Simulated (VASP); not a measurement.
# Cu (I4/mmm) in VASP: further runs

The runs below take Cu through single point, with HSE06, PBE0.

All numbers are computed with VASP 6.6.1; they aren't measurements. Logs are shortened: lines on timing, memory, paths and dates and some standing lists are left out, and cuts for length are marked.

**1. The cell of the first run**

It takes space group I4/mmm (No. 139, tetragonal). The conventional cell has a = 2.866 Å, b = 2.866 Å, c = 2.734 Å, α = 90.00°, β = 90.00°, γ = 90.00°. Cu (site symmetry 4/mmm) has 14 Cu at 2.44 to 2.87 Å within 3.2 Å.

**2. Single point, HSE06**

POSCAR reads:

```
Cu
1.0
   -1.4331098516      1.4331098516      1.3668457257
    1.4331098516     -1.4331098516      1.3668457257
    1.4331098516      1.4331098516     -1.3668457257
Cu
1
Direct
    0.0000000000      0.0000000000      0.0000000000
```

INCAR.step1 reads:

```
PREC = Accurate
ENCUT = 520
EDIFF = 1E-5
ISMEAR = -1
SIGMA = 0.05
LREAL = F
LASPH = T
NELM = 100
ALGO = Normal
ISIF = 2
LWAVE = T
LCHARG = F
NBANDS = 12
GGA = PE
```

INCAR.step2 reads:

```
PREC = Accurate
ENCUT = 520
EDIFF = 1E-6
ISMEAR = -1
SIGMA = 0.05
LREAL = F
LASPH = T
NELM = 100
ALGO = Normal
ISIF = 2
LWAVE = F
LCHARG = F
GGA = PE
LHFCALC = T
HFSCREEN = 0.2079
PRECFOCK = Normal
NBANDS = 12
ISTART = 1
```

KPOINTS reads:

```
Automatic mesh
0
Gamma
  8 8 8
```

Potentials or basis: VASP PAW PBE potentials, release 64 (Cu).

Launch:

```
$ cat potpaw_PBE.64/Cu/POTCAR > POTCAR
$ cp INCAR.step1 INCAR
$ mpirun -np 1 vasp_std > vasp.out
$ cp INCAR.step2 INCAR
$ mpirun -np 1 vasp_std > vasp.out
```

OUTCAR:

```text
PREC = Accurate
   ENCUT = 520
   EDIFF = 1E-6
   ISMEAR = -1
   LREAL = F
   LASPH = T
   NELM = 100
   ISIF = 2
   GGA = PE
   LHFCALC = T
   HFSCREEN = 0.2079
   PRECFOCK = Normal
   ISTART = 1

 ion  position               nearest neighbor table
   1  0.000  0.000  0.000-

  LATTYP: Found a body centered tetragonal cell.
 ALAT       =     2.8662197032
 C/A-ratio  =     0.9537620052

  Lattice vectors:

 A1 = (  -1.4331098516,   1.4331098516,   1.3668457257)
 A2 = (   1.4331098516,  -1.4331098516,   1.3668457257)
 A3 = (   1.4331098516,   1.4331098516,  -1.3668457257)

Analysis of symmetry for initial positions (statically):
=====================================================================
 Subroutine PRICEL returns:
 Original cell was already a primitive cell.

 Routine SETGRP: Setting up the symmetry group for a
 body centered tetragonal supercell.

 Subroutine GETGRP returns: Found 16 space group operations
 (whereof 16 operations were pure point group operations)
 out of a pool of 16 trial point group operations.

The static configuration has the point symmetry D_4h.

Analysis of symmetry for dynamics (positions and initial velocities):
=====================================================================
 Subroutine PRICEL returns:
 Original cell was already a primitive cell.

 Routine SETGRP: Setting up the symmetry group for a
 body centered tetragonal supercell.

 Subroutine GETGRP returns: Found 16 space group operations
 (whereof 16 operations were pure point group operations)
 out of a pool of 16 trial point group operations.

The dynamic configuration has the point symmetry D_4h.

 Subroutine INISYM returns: Found 16 space group operations
 (whereof 16 operations are pure point group operations),
 and found     1 'primitive' translations

----------------------------------------------------------------------------------------

                                     Primitive cell

  volume of cell :      11.2289

  direct lattice vectors                    reciprocal lattice vectors
    -1.433109852  1.433109852  1.366845726     0.000000000  0.348891608  0.365805731
     1.433109852 -1.433109852  1.366845726     0.348891608  0.000000000  0.365805731
     1.433109852  1.433109852 -1.366845726     0.348891608  0.348891608  0.000000000

  length of vectors
     2.444560274  2.444560274  2.444560274     0.505508839  0.505508839  0.493407243

  position of ions in fractional coordinates (direct lattice)
     0.000000000  0.000000000  0.000000000

  ion indices of the primitive-cell ions
   primitive index   ion index
                 1           1

----------------------------------------------------------------------------------------

 KPOINTS: Automatic mesh

Automatic generation of k-mesh.
 Grid dimensions read from file:
 generate k-points for:    8    8    8

 Generating k-lattice:

  Cartesian coordinates                     Fractional coordinates (reciprocal lattice)
     0.000000000  0.043611451  0.045725716     0.125000000  0.000000000  0.000000000
     0.043611451  0.000000000  0.045725716     0.000000000  0.125000000  0.000000000
     0.043611451  0.043611451  0.000000000     0.000000000  0.000000000  0.125000000

  Length of vectors
     0.063188605  0.063188605  0.061675905

  Shift w.r.t. Gamma in fractional coordinates (k-lattice)
     0.000000000  0.000000000  0.000000000

 Subroutine IBZKPT returns following result:
 ===========================================

 Found     59 irreducible k-points:

 Following reciprocal coordinates:
            Coordinates               Weight
  0.000000  0.000000  0.000000      1.000000
  0.125000  0.000000  0.000000      8.000000
  0.250000  0.000000  0.000000      8.000000
  0.375000  0.000000  0.000000      8.000000
  0.500000  0.000000  0.000000      4.000000
  0.125000  0.125000  0.000000      8.000000
[... 16 lines left out ...]
  0.250000  0.125000  0.125000     16.000000
  0.375000  0.125000  0.125000      8.000000
 [... further k-points ...]
   k-points           NKPTS =     59   k-points in BZ     NKDIM =    512   number of bands    NBANDS=     12
   number of dos      NEDOS =    301   number of ions     NIONS =      1
   total plane-waves  NPLWV =   5832
   dimension x,y,z NGX =    18 NGY =   18 NGZ =   18
   dimension x,y,z NGXF=    36 NGYF=   36 NGZF=   36
   ions per type =               1
   NGX,Y,Z   is equivalent  to a cutoff of  12.24, 12.24, 12.24 a.u.
   NGXF,Y,Z  is equivalent  to a cutoff of  24.48, 24.48, 24.48 a.u.
 SYSTEM =  unknown system
   PREC   = accura    normal or accurate (medium, high low for compatibility)
   ISTART =      1    job   : 0-new  1-cont  2-samecut
   ICHARG =      0    charge: 1-file 2-atom 10-const
   ISPIN  =      1    spin polarized calculation?
   LNONCOLLINEAR =      F non collinear calculations
   LSORBIT =      F    spin-orbit coupling
   LASPH  =      T    aspherical Exc in radial PAW
   ENCUT  =  520.0 eV  38.22 Ry    6.18 a.u.   4.55  4.55  4.55*2*pi/ulx,y,z
   NELM   =    100;   NELMIN=  2; NELMDL=  0     # of ELM steps
   EDIFF  = 0.1E-05   stopping-criterion for ELM
   LREAL  =      F    real-space projection
   EDIFFG = 0.1E-04   stopping-criterion for IOM
   NSW    =      0    number of steps for IOM
   IBRION =     -1    ionic relax: 0-MD 1-quasi-New 2-CG
   NFREE  =      0    steps in history (QN), initial steepest desc. (CG)
   ISIF   =      2    stress and relaxation
   ISYM   =      3    0-nonsym 1-usesym 2-fastsym
   POTIM  = 0.5000    time-step for ionic-motion
   TEBEG  =    0.0;   TEEND  =   0.0 temperature during run
   PSTRESS=    0.0 pullay stress
   NELECT =      11.0000    total number of electrons
   NUPDOWN=      -1.0000    fix difference up-down
   EMIN   =  10.00;   EMAX   =-10.00  energy-range for DOS
   EFERMI =   0.00;   METHOD = LEGACY
   ISMEAR =    -1;   SIGMA  =   0.05  broadening in eV -4-tet -1-fermi 0-gaus
   EFERMI_NEDOS =   21; number of points for ismear=-14 and -15
   IALGO  =     38    algorithm
   IMIX   =      1    mixing-type and parameters
     AMIX     =   0.40;   BMIX     =  1.00
     AMIX_MAG =   1.60;   BMIX_MAG =  1.00
  volume/ion in A,a.u.               =      11.23        75.78
  Fermi-wavevector in a.u.,A,eV,Ry     =   1.625897  3.072499 35.967539  2.643540
  Thomas-Fermi vector in A             =   2.718945
   LORBIT       =      0    0 simple, 1 ext, 2 COOP (PROOUT), +10 PAW based schemes
   GGA     = PE    functional components
   LHFCALC =     T    Hartree Fock is set to
   PRECFOCK=normal    Normal, Fast or Accurate (Low or Medium for compatibility)
   ENCUT4O =  -1.0   cutoff for four orbital integrals eV
   NKREDX  =     1    reduce k-point grid by
   NKREDY  =     1    reduce k-point grid by
   NKREDZ  =     1    reduce k-point grid by
   AEXX    =    0.2500 exact exchange contribution
   HFSCREEN=    0.2079 screening length (either q_TF or 0.3 A-1)
   HFSCREENC=   0.2079 screening length for correlation (either q_TF or 0.3 A-1)
   ENCUTFOCK=  -1.0 apply spherical cutoff to Coloumb kernel
   IVDW    =     0    specifies the selected vdW correction
   LEPSILON=     F    determine dielectric tensor
   LRPA    =     F    only Hartree local field effects (RPA)
 non-spin polarized calculation
  energy-cutoff  :      520.00
  volume of cell :       11.23
 maximum number of plane-waves:       317
  NGX = 14; NGY = 14; NGZ = 14

 number of electron      11.0000005 magnetization

 Free energy of the ion-electron system (eV)
  ---------------------------------------------------
  ext. energy  EPLUGINS =         0.00000000
  ---------------------------------------------------
  free energy    TOTEN  =        -3.54178901 eV

  energy without entropy =       -3.53785939  energy(sigma->0) =       -3.53982420

 E-fermi :   7.9131     XC(G=0): -10.5383

 val. band max:        7.6997680394   @ k =   0.2500   0.1250   0.1250
 cond. band min:       7.9175937007   @ k =   0.5000   0.1250  -0.0000
 fundamental gap:      0.2178256613
 Fermi energy:         7.9131488134

 k-point     1 :       0.0000    0.0000    0.0000
  band No.  band energies     occupation
      1      -2.7806      2.00000
      2       3.1174      2.00000
      3       3.3191      2.00000
      4       3.3191      2.00000
      5       4.2458      2.00000
      6       4.4584      2.00000
      7      34.3338      0.00000
      8      34.3338      0.00000
      9      35.5807      0.00000
     10      38.7601      0.00000
     11      39.3922      0.00000
     12      39.3922      0.00000

 k-point     2 :       0.1250    0.0000    0.0000
  band No.  band energies     occupation
      1      -2.0747      2.00000
      2       3.0694      2.00000
      3       3.3017      2.00000
      4       3.5107      2.00000
      5       4.2492      2.00000
      6       4.3908      2.00000
      7      30.5355      0.00000
      8      32.9159      0.00000
      9      33.2697      0.00000
     10      35.2478      0.00000
     11      36.6126      0.00000
     12      38.1415      0.00000

 k-point     3 :       0.2500    0.0000    0.0000
  band No.  band energies     occupation
      1      -0.2108      2.00000
      2       2.7705      2.00000
      3       3.3361      2.00000
      4       4.2167      2.00000
      5       4.2642      2.00000
      6       4.4296      2.00000
      7      23.6511      0.00000
      8      29.7392      0.00000
      9      30.9262      0.00000
     10      32.3356      0.00000
     11      35.1045      0.00000
     12      40.1788      0.00000
[... 286 lines left out ...]
 k-point    23 :       0.2500    0.1250    0.1250
  band No.  band energies     occupation
      1       1.8958      2.00000
      2       2.4250      2.00000
      3       3.1394      2.00000
      4       4.4180      2.00000
      5       4.5732      2.00000
      6       7.6998      1.97236
      7      18.2066      0.00000
      8      21.9087      0.00000
      9      22.7520      0.00000
     10      38.3519      0.00000
     11      41.6463      0.00000
     12      44.4623      0.00000

 k-point    24 :       0.3750    0.1250    0.1250
  band No.  band energies     occupation
      1       1.8446      2.00000
      2       2.3282      2.00000
      3       3.7431      2.00000
      4       4.4444      2.00000
      5       4.6594      2.00000
      6      10.5207      0.00000
      7      14.0637      0.00000
      8      21.3625      0.00000
      9      21.9260      0.00000
     10      38.0192      0.00000
     11      41.5169      0.00000
     12      45.6004      0.00000

 [... further k-points ...]

------------------------ aborting loop because EDIFF is reached ----------------------------------------

  FORCE on cell =-STRESS in cart. coord.  units (eV):
  Direction    XX          YY          ZZ          XY          YZ          ZX
  --------------------------------------------------------------------------------------
  -------------------------------------------------------------------------------------
  Total        0.7593479      0.7593479      0.7519231      0.0000000     -0.0000000      0.0000000
  in kB      108.3460166    108.3460166    107.2866169      0.0000000     -0.0000000      0.0000000
  external PRESSURE =     107.9928833 kB  Pullay stress =       0.0000000 kB

 VOLUME and BASIS-vectors are now :
 -----------------------------------------------------------------------------
  energy-cutoff  :      520.00
  volume of cell :       11.23
      direct lattice vectors                 reciprocal lattice vectors
    -1.433109852  1.433109852  1.366845726     0.000000000  0.348891608  0.365805731
     1.433109852 -1.433109852  1.366845726     0.348891608  0.000000000  0.365805731
     1.433109852  1.433109852 -1.366845726     0.348891608  0.348891608  0.000000000

 POSITION                                       TOTAL-FORCE (eV/Angst)
 -----------------------------------------------------------------------------------
      0.00000      0.00000      0.00000         0.000000      0.000000     -0.000000
 -----------------------------------------------------------------------------------
    total drift:                                0.000000     -0.000000     -0.000000

  FREE ENERGIE OF THE ION-ELECTRON SYSTEM (eV)
  ---------------------------------------------------
  free  energy   TOTEN  =        -3.5417890122 eV

  energy  without entropy=       -3.5378593930  energy(sigma->0) =       -3.53982420
```

Wall time 52 min (1 thread of Intel Xeon Platinum 8375C at 2.90GHz (Ice Lake), shared host); peak memory 0.23 GiB.

Results:

| Item | Value |
| --- | --- |
| Free energy | -3.5418 eV |
| Pressure | 10.8 GPa |
| Band gap on the k mesh | zero (an odd number of electrons rules out a gap without spin polarisation) |

Caveat: the k points lie up to 0.40 Å⁻¹ apart, too coarse for converged energies and pressures of a metal; the PAW data sets were made with another functional, which shifts forces and pressure a little.

**3. Single point, PBE0**

This run uses another cell than the first one, of 11.69 Å³/atom.

POSCAR reads:

```
Cu
1.0
   -1.4523485211      1.4523485211      1.3851948378
    1.4523485211     -1.4523485211      1.3851948378
    1.4523485211      1.4523485211     -1.3851948378
Cu
1
Direct
    0.0000000000      0.0000000000      0.0000000000
```

INCAR.step1 reads:

```
ALGO = Normal
EDIFF = 1E-5
ENCUT = 520
GGA = PE
ISIF = 2
ISMEAR = -1
LASPH = True
LREAL = False
LWAVE = True
NBANDS = 12
NELM = 100
PREC = Accurate
SIGMA = 0.05
```

INCAR.step2 reads:

```
AEXX = 0.25
ALGO = Normal
EDIFF = 1E-7
ENCUT = 520
GGA = PE
ISIF = 2
ISMEAR = -1
ISTART = 1
LASPH = True
LCHARG = True
LELF = True
LHFCALC = True
LREAL = False
LVHAR = True
LWAVE = False
NBANDS = 12
NELM = 100
PREC = Accurate
PRECFOCK = Normal
SIGMA = 0.05
```

KPOINTS reads:

```
k-points
0
Gamma
  6 6 6
```

Potentials or basis: VASP PAW PBE potentials, release 64 (Cu).

Launch:

```
$ cat potpaw_PBE.64/Cu/POTCAR > POTCAR
$ cp INCAR.step1 INCAR
$ mpirun -np 1 vasp_std > vasp.out
$ cp INCAR.step2 INCAR
$ mpirun -np 1 vasp_std > vasp.out
```

OUTCAR:

```text
AEXX = 0.25
   EDIFF = 1E-7
   ENCUT = 520
   GGA = PE
   ISIF = 2
   ISMEAR = -1
   ISTART = 1
   LASPH = True
   LHFCALC = True
   LREAL = False
   NELM = 100
   PREC = Accurate
   PRECFOCK = Normal

 ion  position               nearest neighbor table
   1  0.000  0.000  0.000-

  LATTYP: Found a body centered tetragonal cell.
 ALAT       =     2.9046970422
 C/A-ratio  =     0.9537620052

  Lattice vectors:

[... 547 lines left out ...]
     11      36.3494      0.00000
     12      38.4462      0.00000

 [... further k-points ...]

------------------------ aborting loop because EDIFF is reached ----------------------------------------

  FORCE on cell =-STRESS in cart. coord.  units (eV):
  Direction    XX          YY          ZZ          XY          YZ          ZX
  --------------------------------------------------------------------------------------
  -------------------------------------------------------------------------------------
  Total        0.3970028      0.3970028      0.1301115      0.0000000      0.0000000     -0.0000000
  in kB       54.4241436     54.4241436     17.8366674      0.0000000      0.0000000     -0.0000000
  external PRESSURE =      42.2283182 kB  Pullay stress =       0.0000000 kB

 VOLUME and BASIS-vectors are now :
 -----------------------------------------------------------------------------
  energy-cutoff  :      520.00
  volume of cell :       11.69
      direct lattice vectors                 reciprocal lattice vectors
    -1.452348521  1.452348521  1.385194838     0.000000000  0.344269983  0.360960052
     1.452348521 -1.452348521  1.385194838     0.344269983  0.000000000  0.360960052
     1.452348521  1.452348521 -1.385194838     0.344269983  0.344269983  0.000000000

 POSITION                                       TOTAL-FORCE (eV/Angst)
 -----------------------------------------------------------------------------------
      0.00000      0.00000      0.00000        -0.000000      0.000000      0.000000
 -----------------------------------------------------------------------------------
    total drift:                               -0.000000      0.000000      0.000000

  FREE ENERGIE OF THE ION-ELECTRON SYSTEM (eV)
  ---------------------------------------------------
  free  energy   TOTEN  =        -3.7534370156 eV

  energy  without entropy=       -3.7516832001  energy(sigma->0) =       -3.75256011
```

OUTCAR.step1:

```text
EDIFF = 1E-5
   ENCUT = 520
   GGA = PE
   ISIF = 2
   ISMEAR = -1
   LASPH = True
[... 575 lines left out ...]

 POSITION                                       TOTAL-FORCE (eV/Angst)
 -----------------------------------------------------------------------------------
      0.00000      0.00000      0.00000         0.000000      0.000000     -0.000000
 -----------------------------------------------------------------------------------
    total drift:                                0.000000      0.000000      0.000000

  FREE ENERGIE OF THE ION-ELECTRON SYSTEM (eV)
  ---------------------------------------------------
  free  energy   TOTEN  =        -3.6215308999 eV

  energy  without entropy=       -3.6104818480  energy(sigma->0) =       -3.61600637
```

Wall time 4.7 min (1 thread of Intel Xeon 6975P-C (Granite Rapids), shared host); peak memory 0.13 GiB.

Results:

```
Free energy            : -3.7534 eV
Pressure               : 4.2 GPa
Band gap on the k mesh : zero (an odd number of electrons rules out a gap without spin polarisation)
```

Caveat: the k points lie up to 0.52 Å⁻¹ apart, too coarse for converged energies and pressures of a metal; the PAW data sets were made with another functional, which shifts forces and pressure a little.

(Part 1 of 2 ends here.)
